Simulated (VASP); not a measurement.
Set up this calculation in VASP 6.6.1, as the native input.

- Task: band structure
- Functional: HSE03
- Potentials or basis: VASP PAW PBE potentials, release 64 (Si, O)
- Cutoff: 520 eV
- k mesh: 4 × 4 × 4
- Occupations: gaussian, width 0.02 eV
- Spin: no spin polarisation
- Grid for exact exchange (PRECFOCK): Fast
- Further INCAR settings: ALGO = Normal; EDIFF = 1e-06; NBANDS = 25
- Share of exact exchange: 0.25
- Screening parameter: 0.3 1/Å

The system is SiO2.

```
CELL_PARAMETERS angstrom
-2.47729 2.47729 3.65567
2.47729 -2.47729 3.65567
2.47729 2.47729 -3.65567
ATOMIC_POSITIONS crystal
Si 0.75000 0.25000 0.50000
Si 0.00000 0.00000 0.00000
O 0.87500 0.02821 0.65321
O 0.77821 0.12500 0.15321
O 0.97179 0.62500 0.84679
O 0.37500 0.22179 0.34679
```

These files were run (other wordings do the same):

POSCAR

```
SiO2
1.0
   -2.4772904627      2.4772904627      3.6556712422
    2.4772904627     -2.4772904627      3.6556712422
    2.4772904627      2.4772904627     -3.6556712422
Si O
2 4
Direct
    0.7500000000      0.2500000000      0.5000000000
    0.0000000000      0.0000000000      0.0000000000
    0.8750000000      0.0282138700      0.6532138700
    0.7782138700      0.1250000000      0.1532138700
    0.9717861300      0.6250000000      0.8467861300
    0.3750000000      0.2217861300      0.3467861300
```

INCAR.step1

```
PREC = Accurate ; ENCUT = 520
EDIFF = 1E-5 ; ISMEAR = 0
SIGMA = 0.02 ; LREAL = F
LASPH = T ; NELM = 80
ALGO = Normal ; ISIF = 2
LWAVE = T ; LCHARG = F
NBANDS = 25 ; GGA = PE
KPAR = 4
```

INCAR.step2

```
PREC = Accurate ; ENCUT = 520
EDIFF = 1E-6 ; ISMEAR = 0
SIGMA = 0.02 ; LREAL = F
LASPH = T ; NELM = 80
ALGO = Normal ; ISIF = 2
LWAVE = F ; LCHARG = F
GGA = PE ; LHFCALC = T
HFSCREEN = 0.3 ; PRECFOCK = Fast
NBANDS = 25 ; ISTART = 1
KPAR = 4
```

KPOINTS

```
regular mesh
0
Gamma
  4 4 4
```

KPOINTS_OPT

```
path GXYSGZS1NPY1Z,XP
8
line-mode
reciprocal
 0.0000000000  0.0000000000  0.0000000000  G
 0.0000000000  0.0000000000  0.5000000000  X

 0.0000000000  0.0000000000  0.5000000000  X
-0.2296093669  0.2296093669  0.5000000000  Y

-0.2296093669  0.2296093669  0.5000000000  Y
-0.3648046834  0.3648046834  0.3648046834  S

-0.3648046834  0.3648046834  0.3648046834  S
 0.0000000000  0.0000000000  0.0000000000  G

 0.0000000000  0.0000000000  0.0000000000  G
 0.5000000000  0.5000000000 -0.5000000000  Z

 0.5000000000  0.5000000000 -0.5000000000  Z
 0.3648046834  0.6351953166 -0.3648046834  S1

 0.3648046834  0.6351953166 -0.3648046834  S1
 0.0000000000  0.5000000000  0.0000000000  N

 0.0000000000  0.5000000000  0.0000000000  N
 0.2500000000  0.2500000000  0.2500000000  P

 0.2500000000  0.2500000000  0.2500000000  P
 0.5000000000  0.5000000000 -0.2296093669  Y1

 0.5000000000  0.5000000000 -0.2296093669  Y1
 0.5000000000  0.5000000000 -0.5000000000  Z

 0.0000000000  0.0000000000  0.5000000000  X
 0.2500000000  0.2500000000  0.2500000000  P
```

Potentials or basis: VASP PAW PBE potentials, release 64 (Si, O).

Command:

```sh
$ cat potpaw_PBE.64/Si/POTCAR potpaw_PBE.64/O/POTCAR > POTCAR
$ cp INCAR.step1 INCAR
$ mpirun -np 4 vasp_std > vasp.out
$ cp INCAR.step2 INCAR
$ mpirun -np 4 vasp_std > vasp.out
```

Results of the run:

```
Pressure                : 0.1 GPa
Largest force           : 0.064 eV/Å
Band gap on the k mesh  : 7.44 eV
Band gap along the path : 7.44 eV
```

Caveat: the PAW data sets were made with another functional, which shifts forces and pressure a little.

Run time: 48 min on 4 MPI ranks on Intel(R) Xeon(R) Platinum 8488C (Sapphire Rapids), on a shared host, peak memory 0.37 GiB a rank.
